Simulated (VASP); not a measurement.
Crystal: HfN.

```xyz
4
Lattice="3.1339 0.0000 0.0000 -1.5670 2.7140 0.0000 0.0000 0.0000 5.4168" Properties=species:S:1:pos:R:3 pbc="T T T"
Hf    0.0000    1.8094    1.3542
Hf    1.5670    0.9047    4.0626
N     0.0000    0.0000    2.7084
N     0.0000    0.0000    0.0000
```

Base run:

- Program: VASP 6.6.1
- Functional: PBEsol
- Potentials or basis: VASP PAW PBE potentials, release 64 (Hf_pv, N)
- Cutoff: 520 eV
- k mesh: 8 × 8 × 4
- Occupations: fermi-dirac, width 0.05 eV
- Spin: no spin polarisation

Its results: band gap on the k mesh zero (band 15 reaches 9.62 eV, above the bottom of band 16 at 7.31 eV); pressure -4.2 GPa.

The run is repeated on the same cell with these changes: k mesh from 8 × 8 × 4 to 6 × 6 × 3. What comes out?

Band gap on the k mesh zero (band 15 reaches 8.85 eV, above the bottom of band 16 at 7.88 eV); pressure -4.7 GPa.

Caveats: some runs use coarse meshes; the PAW data sets were made with another functional, which shifts forces and pressure a little; spin-orbit coupling is left out, which moves the levels of the heavy elements.
